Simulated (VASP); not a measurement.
Input of a VASP 6.6.1 run:

The input INCAR:

```
SYSTEM = W
PREC     = Accurate       ! precision mode
ENCUT    = 520            ! plane-wave cutoff, eV
EDIFF    = 1E-7           ! SCF threshold, eV
ISMEAR   = -1             ! smearing method
SIGMA    = 0.06122561905347299 ! smearing width, eV
LREAL    = .False.        ! projectors in reciprocal space
LASPH    = .True.         ! aspherical terms in the spheres
NELM     = 100            ! most SCF steps
ALGO     = Normal         ! electronic algorithm
ISIF     = 2              ! what is computed and relaxed
LWAVE    = .False.        ! write WAVECAR
LCHARG   = .False.        ! write CHGCAR
GGA      = PE             ! functional
NBANDS   = 13             ! bands
```

Contents of KPOINTS:

```
regular mesh
0
Gamma
  21 21 21
  0 0 0
```

POSCAR

```
W
1.0
    2.6419898145      0.0000000000      0.0000000000
    0.0000000000      2.6419898145      0.0000000000
    0.0000000000      0.0000000000      2.6419898145
W
1
Direct
    0.0000000000      0.0000000000      0.0000000000
```

Potentials or basis: VASP PAW PBE potentials, release 64 (W_sv).

Command:

```console
$ cat potpaw_PBE.64/W_sv/POTCAR > POTCAR
$ mpirun -np 1 vasp_std > vasp.out
```

Predict the band gap on the k mesh.

zero (band 7 reaches 11.13 eV, above the bottom of band 8 at 8.28 eV).

Predict the pressure.

-0.5 GPa.

Caveat: spin-orbit coupling is left out, which moves the levels of the heavy elements.
